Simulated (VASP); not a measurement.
# CuO (CsCl type) (Pm-3m) in VASP: a series of runs, part 2 of 2

VASP 6.6.1. Earlier steps stand in the parts before.

## (3) Electric field gradients, PBE

This run uses another cell than the first one, of 9.17 Å³/atom, 1.063 times its volume.

INCAR

```
PREC = Accurate
ENCUT = 520
EDIFF = 1E-8
ISMEAR = -1
SIGMA = 0.08
LREAL = False
LASPH = True
NELM = 120
ALGO = Normal
ISIF = 2
LWAVE = False
LCHARG = False
GGA = PE
LEFG = True
NBANDS = 16
GGA_COMPAT = False
```

KPOINTS

```
regular mesh
0
Gamma
  12 12 12
```

POSCAR

```
CuO
1.0
    2.6368332336      0.0000000000      0.0000000000
    0.0000000000      2.6368332336      0.0000000000
    0.0000000000      0.0000000000      2.6368332336
Cu O
1 1
Direct
    0.0000000000      0.0000000000      0.0000000000
    0.5000000000      0.5000000000      0.5000000000
```

Potentials or basis: VASP PAW PBE potentials, release 64 (Cu, O).

Command:

```
> cat potpaw_PBE.64/Cu/POTCAR potpaw_PBE.64/O/POTCAR > POTCAR
> mpirun -np 1 vasp_std > vasp.out
```

OUTCAR:

```text
PREC = Accurate
   ENCUT = 520
   EDIFF = 1E-8
   ISMEAR = -1
   LREAL = False
   LASPH = True
   NELM = 120
   ISIF = 2
   GGA = PE

 ion  position               nearest neighbor table
   1  0.000  0.000  0.000-   2 2.28   2 2.28   2 2.28   2 2.28   2 2.28   2 2.28   2 2.28   2 2.28

   2  0.500  0.500  0.500-   1 2.28   1 2.28   1 2.28   1 2.28   1 2.28   1 2.28   1 2.28   1 2.28

  LATTYP: Found a simple cubic cell.
 ALAT       =     2.6368332336

  Lattice vectors:

[... 670 lines left out ...]
  ---------------------------------------------------
  free  energy   TOTEN  =        -8.6404176215 eV

  energy  without entropy=       -8.5779960867  energy(sigma->0) =       -8.60920685

 Electric field gradients (V/A^2)
---------------------------------------------------------------------
 ion       V_xx      V_yy      V_zz      V_xy      V_xz      V_yz
---------------------------------------------------------------------
   1      -0.000    -0.000     0.000    -0.000    -0.000     0.000
   2       0.000     0.000    -0.000     0.000     0.000    -0.000
---------------------------------------------------------------------

 Electric field gradients after diagonalization (V/A^2)
 (convention: |V_zz| > |V_xx| > |V_yy|)
----------------------------------------------------------------------
 ion       V_xx      V_yy      V_zz     asymmetry (V_yy - V_xx)/ V_zz
----------------------------------------------------------------------
   1      -0.000    -0.000     0.000       0.002
   2      -0.000     0.000     0.000       0.474
----------------------------------------------------------------------

           NMR quadrupolar parameters

 Cq : quadrupolar parameter    Cq=e*Q*V_zz/h
 eta: asymmetry parameters     (V_yy - V_xx)/ V_zz
 Q  : nuclear electric quadrupole moment in mb (millibarn)
----------------------------------------------------------------------
 ion       Cq(MHz)       eta       Q (mb)
----------------------------------------------------------------------
   1       0.000       0.002       1.000
   2       0.000       0.474       1.000
----------------------------------------------------------------------
```

OSZICAR:

```text
N       E                     dE             d eps       ncg     rms          rms(c)
DAV:   1     0.857693346272E+02    0.85769E+02   -0.82724E+03  3000   0.167E+03
DAV:   2    -0.741053759266E+01   -0.93180E+02   -0.82350E+02  3032   0.283E+02
DAV:   3    -0.117310194305E+02   -0.43205E+01   -0.40441E+01  3024   0.609E+01
DAV:   4    -0.117714451899E+02   -0.40426E-01   -0.40410E-01  3136   0.583E+00
DAV:   5    -0.117719813599E+02   -0.53617E-03   -0.53617E-03  3392   0.696E-01    0.122E+01
DAV:   6    -0.119338741750E+02   -0.16189E+00   -0.20099E+01  3568   0.119E+02    0.126E+01
DAV:   7    -0.865039728963E+01    0.32835E+01   -0.45299E+00  3368   0.886E+01    0.143E+00
DAV:   8    -0.865376523001E+01   -0.33679E-02   -0.29970E-01  2720   0.483E+00    0.787E-01
DAV:   9    -0.864047029677E+01    0.13295E-01   -0.10295E-02  4096   0.218E+00    0.140E-01
DAV:  10    -0.864038310246E+01    0.87194E-04   -0.84037E-04  4144   0.463E-01    0.548E-02
DAV:  11    -0.864041722985E+01   -0.34127E-04   -0.14621E-04  4000   0.155E-01    0.203E-02
DAV:  12    -0.864042067695E+01   -0.34471E-05   -0.25660E-05  4032   0.162E-01    0.147E-02
DAV:  13    -0.864041786143E+01    0.28155E-05   -0.64902E-06  3400   0.118E-01    0.368E-03
DAV:  14    -0.864041766194E+01    0.19949E-06   -0.47654E-07  4176   0.193E-02    0.816E-04
DAV:  15    -0.864041762734E+01    0.34606E-07   -0.53309E-08  3296   0.244E-03    0.178E-04
DAV:  16    -0.864041762154E+01    0.57998E-08   -0.11834E-09  1608   0.922E-04
   1 F= -.86404176E+01 E0= -.86092069E+01  d E =-.624215E-01
```

stdout:

```text
POSCAR found type information on POSCAR CuO
 POSCAR found :  2 types and       2 ions
 scaLAPACK will be used
 LDA part: xc-table for (Slater+PW92), standard interpolation
 POSCAR, INCAR and KPOINTS ok, starting setup
 FFT: planning ... GRIDC
 FFT: planning ... GRID_SOFT
 FFT: planning ... GRID
 WAVECAR not read
 entering main loop
ion   1

ion   2
```

It used 28 s of CPU time on 1 thread of AMD EPYC 7R13 Processor (Zen 3) (shared host).

Results:

- Free energy: -8.6404 eV
- Pressure: 0.1 GPa

Levels at points of the mesh, in eV from the Fermi level:
```tsv
k point	band 6	band 7	band 8	band 9	band 10	band 11	band 12	band 13
(0.00, 0.00, 0.00)	-1.80	-1.57	-1.57	-1.57	0.72	15.70	15.70	19.61
(0.50, 0.00, 0.00)	-1.51	-1.11	0.40	0.40	6.43	7.85	17.58	17.64
(0.50, 0.50, 0.00)	-2.00	-2.00	-1.14	-0.87	5.20	11.32	11.32	17.09
(0.50, 0.50, 0.50)	-1.12	0.30	0.30	0.30	7.03	7.03	7.03	12.96
```

Caveat: without QUAD_EFG the Cq values of the log hold for a quadrupole moment of 1 mb, not for the nuclei; an odd number of electrons without spin polarisation forces a metal; a magnetic or distorted state may lie lower; semilocal functionals often make such compounds metallic where correlation or magnetic order opens a gap, which also shifts bond lengths.

## (4) Electric field gradients, PBE (volume scaled by 0.98)

INCAR

```
PREC = Accurate ; ENCUT = 520
EDIFF = 1E-8 ; ISMEAR = -1
SIGMA = 0.08 ; LREAL = F
LASPH = T ; NELM = 120
ALGO = Normal ; ISIF = 2
LWAVE = F ; LCHARG = F
GGA = PE ; LEFG = T
NBANDS = 16 ; GGA_COMPAT = F
```

KPOINTS is that of step 3.

POSCAR

```
CuO
1.0
    2.6191358330      0.0000000000      0.0000000000
    0.0000000000      2.6191358330      0.0000000000
    0.0000000000      0.0000000000      2.6191358330
Cu O
1 1
Direct
    0.0000000000      0.0000000000      0.0000000000
    0.5000000000      0.5000000000      0.5000000000
```

Potentials or basis: VASP PAW PBE potentials, release 64 (Cu, O).

Command:

```
> cat potpaw_PBE.64/Cu/POTCAR potpaw_PBE.64/O/POTCAR > POTCAR
> mpirun -np 1 vasp_std > vasp.out
```

OUTCAR:

```text
PREC = Accurate
   ENCUT = 520
   EDIFF = 1E-8
   ISMEAR = -1
   LREAL = F
   LASPH = T
   NELM = 120
   ISIF = 2
   GGA = PE

 ion  position               nearest neighbor table
   1  0.000  0.000  0.000-   2 2.27   2 2.27   2 2.27   2 2.27   2 2.27   2 2.27   2 2.27   2 2.27

   2  0.500  0.500  0.500-   1 2.27   1 2.27   1 2.27   1 2.27   1 2.27   1 2.27   1 2.27   1 2.27

  LATTYP: Found a simple cubic cell.
 ALAT       =     2.6191358330

  Lattice vectors:

 A1 = (   2.6191358330,   0.0000000000,   0.0000000000)
 A2 = (   0.0000000000,   2.6191358330,   0.0000000000)
 A3 = (   0.0000000000,   0.0000000000,   2.6191358330)

Analysis of symmetry for initial positions (statically):
=====================================================================
 Subroutine PRICEL returns:
 Original cell was already a primitive cell.

 Routine SETGRP: Setting up the symmetry group for a
 simple cubic supercell.

 Subroutine GETGRP returns: Found 48 space group operations
 (whereof 48 operations were pure point group operations)
[... 645 lines left out ...]
     0.000000000  2.619135833  0.000000000     0.000000000  0.381805322  0.000000000
     0.000000000  0.000000000  2.619135833     0.000000000  0.000000000  0.381805322

 POSITION                                       TOTAL-FORCE (eV/Angst)
 -----------------------------------------------------------------------------------
      0.00000      0.00000      0.00000         0.000000      0.000000      0.000000
      1.30957      1.30957      1.30957         0.000000      0.000000      0.000000
 -----------------------------------------------------------------------------------
    total drift:                               -0.000000      0.000000      0.000000

  FREE ENERGIE OF THE ION-ELECTRON SYSTEM (eV)
  ---------------------------------------------------
  free  energy   TOTEN  =        -8.6354969748 eV

  energy  without entropy=       -8.5744827610  energy(sigma->0) =       -8.60498987

 Electric field gradients (V/A^2)
---------------------------------------------------------------------
 ion       V_xx      V_yy      V_zz      V_xy      V_xz      V_yz
---------------------------------------------------------------------
   1      -0.000    -0.000     0.000    -0.000    -0.000    -0.000
   2       0.000     0.000    -0.000    -0.000    -0.000     0.000
---------------------------------------------------------------------

 Electric field gradients after diagonalization (V/A^2)
 (convention: |V_zz| > |V_xx| > |V_yy|)
----------------------------------------------------------------------
 ion       V_xx      V_yy      V_zz     asymmetry (V_yy - V_xx)/ V_zz
----------------------------------------------------------------------
   1      -0.000    -0.000     0.000       0.072
   2       0.000     0.000    -0.000       0.024
----------------------------------------------------------------------

           NMR quadrupolar parameters

 Cq : quadrupolar parameter    Cq=e*Q*V_zz/h
 eta: asymmetry parameters     (V_yy - V_xx)/ V_zz
 Q  : nuclear electric quadrupole moment in mb (millibarn)
----------------------------------------------------------------------
 ion       Cq(MHz)       eta       Q (mb)
----------------------------------------------------------------------
   1       0.000       0.072       1.000
   2      -0.000       0.024       1.000
----------------------------------------------------------------------
```

stdout:

```text
POSCAR found type information on POSCAR CuO
 POSCAR found :  2 types and       2 ions
 scaLAPACK will be used
 LDA part: xc-table for (Slater+PW92), standard interpolation
 POSCAR, INCAR and KPOINTS ok, starting setup
 FFT: planning ... GRIDC
 FFT: planning ... GRID_SOFT
 FFT: planning ... GRID
 WAVECAR not read
 entering main loop
ion   1

ion   2
```

It used 40 s of CPU time on 1 thread of AMD EPYC 7R13 Processor (Zen 3) (shared host).

Results:

```yaml
Free_energy: -8.6355 eV
Pressure: 3.7 GPa
```

Caveat: the cell differs from its parent crystal (volume scaled by 0.98); without QUAD_EFG the Cq values of the log hold for a quadrupole moment of 1 mb, not for the nuclei; an odd number of electrons without spin polarisation forces a metal; a magnetic or distorted state may lie lower; semilocal functionals often make such compounds metallic where correlation or magnetic order opens a gap, which also shifts bond lengths.

## (5) Summary

```csv
cell,gap on the mesh (eV),pressure (GPa)
"a = 2.583 Å, 2 atoms",none,12.3
"a = 2.637 Å, 2 atoms",none,0.1
"a = 2.619 Å, 2 atoms",none,3.7
```

Alike in all rows: task electric field gradients; level PBE; potentials or basis VASP PAW PBE potentials, release 64 (Cu, O); no spin polarisation; k mesh 12 × 12 × 12; cutoff (eV) 520; smearing fermi-dirac 0.08 eV.

Caveats: an odd number of electrons without spin polarisation forces a metal; a magnetic or distorted state may lie lower; semilocal functionals often make such compounds metallic where correlation or magnetic order opens a gap, which also shifts bond lengths.

Absolute energies hang on the potentials; compare differences alone.
